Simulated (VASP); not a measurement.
# Li2Pt (P6/mmm) in VASP: further runs, part 3 of 3

VASP 6.6.1. Earlier steps stand in the parts before.

### Step 4. Single point, LDA

This run uses another cell than the first one, of 13.46 Å³/atom.

The input, INCAR:

```
PREC = Accurate
ENCUT = 520
EDIFF = 1E-6
ISMEAR = -1
SIGMA = 0.15
LREAL = False
LASPH = True
NELM = 100
ALGO = Normal
ISIF = 2
LWAVE = False
LCHARG = False
GGA = CA
NBANDS = 15
```

The input, KPOINTS:

```
regular mesh
0
Gamma
  8 8 11
```

The input, POSCAR:

```
Li2Pt
1.0
    4.1860000000      0.0000000000      0.0000000000
   -2.0930000000      3.6251820000      0.0000000000
    0.0000000000      0.0000000000      2.6610000000
Li Pt
2 1
Direct
    0.3333333333      0.6666666667      0.5000000000
    0.6666666667      0.3333333333      0.5000000000
    0.0000000000      0.0000000000      0.0000000000
```

Potentials or basis: VASP PAW LDA potentials, release 64 (Li_sv, Pt).

On the command line:

```
> cat potpaw_LDA.64/Li_sv/POTCAR potpaw_LDA.64/Pt/POTCAR > POTCAR
> mpirun -np 1 vasp_std > vasp.out
```

OUTCAR:

```text
PREC = Accurate
   ENCUT = 520
   EDIFF = 1E-6
   ISMEAR = -1
   LREAL = False
   LASPH = True
   NELM = 100
   ISIF = 2
   GGA = CA

 ion  position               nearest neighbor table
   1  0.333  0.667  0.500-   2 2.42   2 2.42   2 2.42   3 2.76   3 2.76   3 2.76   3 2.76   3 2.76
                             3 2.76
   2  0.667  0.333  0.500-   1 2.42   1 2.42   1 2.42   3 2.76   3 2.76   3 2.76   3 2.76   3 2.76
                             3 2.76
   3  0.000  0.000  0.000-   1 2.76   1 2.76   2 2.76   2 2.76   1 2.76   2 2.76   1 2.76   2 2.76
                             2 2.76   2 2.76   1 2.76   1 2.76

  LATTYP: Found a hexagonal cell.
 ALAT       =     4.1860000000
 C/A-ratio  =     0.6356903966

  Lattice vectors:

 A1 = (   4.1860000000,   0.0000000000,   0.0000000000)
 A2 = (  -2.0930000000,   3.6251820000,   0.0000000000)
 A3 = (   0.0000000000,   0.0000000000,   2.6610000000)

Analysis of symmetry for initial positions (statically):
=====================================================================
 Subroutine PRICEL returns:
 Original cell was already a primitive cell.

 Routine SETGRP: Setting up the symmetry group for a
 hexagonal supercell.

 Subroutine GETGRP returns: Found 24 space group operations
 (whereof 24 operations were pure point group operations)
 out of a pool of 24 trial point group operations.

The static configuration has the point symmetry D_6h.

Analysis of symmetry for dynamics (positions and initial velocities):
=====================================================================
 Subroutine PRICEL returns:
 Original cell was already a primitive cell.

 Routine SETGRP: Setting up the symmetry group for a
 hexagonal supercell.

 Subroutine GETGRP returns: Found 24 space group operations
 (whereof 24 operations were pure point group operations)
 out of a pool of 24 trial point group operations.

The dynamic configuration has the point symmetry D_6h.

 Subroutine INISYM returns: Found 24 space group operations
 (whereof 24 operations are pure point group operations),
 and found     1 'primitive' translations

----------------------------------------------------------------------------------------

                                     Primitive cell

  volume of cell :      40.3807

  direct lattice vectors                    reciprocal lattice vectors
     4.186000000  0.000000000  0.000000000     0.238891543  0.137924110  0.000000000
    -2.093000000  3.625182000  0.000000000     0.000000000  0.275848219  0.000000000
     0.000000000  0.000000000  2.661000000     0.000000000  0.000000000  0.375798572

  length of vectors
     4.186000000  4.185999705  2.661000000     0.275848200  0.275848219  0.375798572

  position of ions in fractional coordinates (direct lattice)
     0.333333333  0.666666667  0.500000000
     0.666666667  0.333333333  0.500000000
     0.000000000  0.000000000  0.000000000

  ion indices of the primitive-cell ions
   primitive index   ion index
                 1           1
                 2           2
                 3           3

----------------------------------------------------------------------------------------

 KPOINTS: regular mesh

[... 50 lines left out ...]
   number of dos      NEDOS =    301   number of ions     NIONS =      3
   total plane-waves  NPLWV =  20480
   dimension x,y,z NGX =    32 NGY =   32 NGZ =   20
   dimension x,y,z NGXF=    64 NGYF=   64 NGZF=   40
   ions per type =               2   1
   NGX,Y,Z   is equivalent  to a cutoff of  12.71, 12.71, 12.49 a.u.
   NGXF,Y,Z  is equivalent  to a cutoff of  25.42, 25.42, 24.99 a.u.
 SYSTEM =  unknown system
   PREC   = accura    normal or accurate (medium, high low for compatibility)
   ISTART =      0    job   : 0-new  1-cont  2-samecut
   ICHARG =      2    charge: 1-file 2-atom 10-const
   ISPIN  =      1    spin polarized calculation?
   LNONCOLLINEAR =      F non collinear calculations
   LSORBIT =      F    spin-orbit coupling
   LASPH  =      T    aspherical Exc in radial PAW
   ENCUT  =  520.0 eV  38.22 Ry    6.18 a.u.   7.78  7.78  4.95*2*pi/ulx,y,z
   NELM   =    100;   NELMIN=  2; NELMDL= -5     # of ELM steps
   EDIFF  = 0.1E-05   stopping-criterion for ELM
   LREAL  =      F    real-space projection
   EDIFFG = 0.1E-04   stopping-criterion for IOM
   NSW    =      0    number of steps for IOM
   IBRION =     -1    ionic relax: 0-MD 1-quasi-New 2-CG
   NFREE  =      0    steps in history (QN), initial steepest desc. (CG)
   ISIF   =      2    stress and relaxation
   ISYM   =      2    0-nonsym 1-usesym 2-fastsym
   POTIM  = 0.5000    time-step for ionic-motion
   TEBEG  =    0.0;   TEEND  =   0.0 temperature during run
   PSTRESS=    0.0 pullay stress
   NELECT =      16.0000    total number of electrons
   NUPDOWN=      -1.0000    fix difference up-down
   EMIN   =  10.00;   EMAX   =-10.00  energy-range for DOS
   EFERMI =   0.00;   METHOD = LEGACY
   ISMEAR =    -1;   SIGMA  =   0.15  broadening in eV -4-tet -1-fermi 0-gaus
   EFERMI_NEDOS =   21; number of points for ismear=-14 and -15
   IALGO  =     38    algorithm
   IMIX   =      4    mixing-type and parameters
     AMIX     =   0.40;   BMIX     =  1.00
     AMIX_MAG =   1.60;   BMIX_MAG =  1.00
  volume/ion in A,a.u.               =      13.46        90.83
  Fermi-wavevector in a.u.,A,eV,Ry     =   1.202422  2.272248 19.671552  1.445818
  Thomas-Fermi vector in A             =   2.338204
   LORBIT       =      0    0 simple, 1 ext, 2 COOP (PROOUT), +10 PAW based schemes
   GGA     = CA    functional components
   LHFCALC =     F    Hartree Fock is set to
   AEXX    =    0.0000 exact exchange contribution
   IVDW    =     0    specifies the selected vdW correction
   LEPSILON=     F    determine dielectric tensor
   LRPA    =     F    only Hartree local field effects (RPA)
 non-spin polarized calculation
  energy-cutoff  :      520.00
  volume of cell :       40.38
 maximum number of plane-waves:      1102
 NGX is ok and might be reduce to    32
   NGX = 15   NGY = 15   NGZ =  9

 number of electron      15.9999993 magnetization

 Free energy of the ion-electron system (eV)
  ---------------------------------------------------
  ext. energy  EPLUGINS =         0.00000000
  ---------------------------------------------------
  free energy    TOTEN  =       -13.21082962 eV

  energy without entropy =      -13.16399233  energy(sigma->0) =      -13.18741098

 E-fermi :   5.0878     XC(G=0): -10.4514

 val. band max:        5.0009968270   @ k =   0.3750   0.0000   0.0909
 cond. band min:       5.1590708002   @ k =   0.3750   0.1250   0.1818
 fundamental gap:      0.1580739732
 Fermi energy:         5.0878477792

 k-point     1 :       0.0000    0.0000    0.0000
  band No.  band energies     occupation
      1     -39.6506      2.00000
      2     -39.5328      2.00000
      3      -1.5457      2.00000
      4       0.6790      2.00000
      5       1.7731      2.00000
      6       1.7731      2.00000
      7       4.4241      1.97634
      8       4.4241      1.97634
      9       8.9005      0.00000
     10       8.9005      0.00000
     11      11.4502      0.00000
     12      11.4502      0.00000
     13      14.2006      0.00000
     14      15.1912      0.00000
[... 401 lines left out ...]
      2     -39.5539      2.00000
      3       0.1720      2.00000
      4       1.6150      2.00000
      5       2.1429      2.00000
      6       2.6723      2.00000
      7       3.0119      2.00000
      8       3.0352      2.00000
      9       5.5861      0.06968
     10       7.6397      0.00000
     11      12.6525      0.00000
     12      14.9369      0.00000
     13      15.2491      0.00000
     14      16.5902      0.00000
     15      20.1375      0.00000

 [... further k-points ...]

------------------------ aborting loop because EDIFF is reached ----------------------------------------

  FORCE on cell =-STRESS in cart. coord.  units (eV):
  Direction    XX          YY          ZZ          XY          YZ          ZX
  --------------------------------------------------------------------------------------
  -------------------------------------------------------------------------------------
  Total       -0.9273483     -0.9273482     -1.6150119      0.0000000     -0.0000000      0.0000000
  in kB      -36.7942172    -36.7942103    -64.0785068      0.0000000     -0.0000000      0.0000000
  external PRESSURE =     -45.8889781 kB  Pullay stress =       0.0000000 kB

 VOLUME and BASIS-vectors are now :
 -----------------------------------------------------------------------------
  energy-cutoff  :      520.00
  volume of cell :       40.38
      direct lattice vectors                 reciprocal lattice vectors
     4.186000000  0.000000000  0.000000000     0.238891543  0.137924110  0.000000000
    -2.093000000  3.625182000  0.000000000     0.000000000  0.275848219  0.000000000
     0.000000000  0.000000000  2.661000000     0.000000000  0.000000000  0.375798572

 POSITION                                       TOTAL-FORCE (eV/Angst)
 -----------------------------------------------------------------------------------
     -0.00000      2.41679      1.33050        -0.000000     -0.000000      0.000000
      2.09300      1.20839      1.33050         0.000000      0.000000      0.000000
      0.00000      0.00000      0.00000         0.000000      0.000000      0.000000
 -----------------------------------------------------------------------------------
    total drift:                                0.000000     -0.000000     -0.000000

  FREE ENERGIE OF THE ION-ELECTRON SYSTEM (eV)
  ---------------------------------------------------
  free  energy   TOTEN  =       -13.2108296239 eV

  energy  without entropy=      -13.1639923298  energy(sigma->0) =      -13.18741098
```

It took 10 s on 1 thread of Intel Xeon 6975P-C (Granite Rapids), shared host; peak memory 0.16 GiB.

Results:

```yaml
Free_energy: -13.2108 eV
Band_gap_on_the_k_mesh: zero (bands 8 and 9 overlap by 1.49 eV)
```

Levels at points of the mesh, in eV from the Fermi level:
| k point | band 6 | band 7 | band 8 | band 9 | band 10 | band 11 |
| --- | --- | --- | --- | --- | --- | --- |
| (0.00, 0.00, 0.00) | -3.31 | -0.66 | -0.66 | 3.81 | 3.81 | 6.36 |
| (0.50, 0.00, 0.00) | -2.28 | -1.88 | -0.79 | -0.69 | 0.51 | 7.63 |

Caveat: the cutoff is under 1.25 times the usual one of these potentials, so pressure, stress and relaxed cells hold a basis-set (Pulay) error; spin-orbit coupling is left out, which moves the levels of the heavy elements.

### Step 5. Overview

| cell | gap on the mesh (eV) |
| --- | --- |
| a = 4.101, b = 4.101, c = 2.607 Å, angles 90.0, 90.0, 120.0°, 3 atoms | none |
| a = 4.144, b = 4.144, c = 2.634 Å, angles 90.0, 90.0, 120.0°, 3 atoms | none |
| a = 4.186, b = 4.186, c = 2.661 Å, angles 90.0, 90.0, 120.0°, 3 atoms | none |

Alike in all rows: task single point; level LDA; potentials or basis VASP PAW LDA potentials, release 64 (Li_sv, Pt); no spin polarisation; k mesh 8 × 8 × 11; cutoff (eV) 520; smearing fermi-dirac 0.15 eV.

Caveats: the cutoff is under 1.25 times the usual one of these potentials, so pressure, stress and relaxed cells hold a basis-set (Pulay) error; spin-orbit coupling is left out, which moves the levels of the heavy elements.

Total energies depend on the potentials used, so only differences within one code and one set of settings carry meaning.
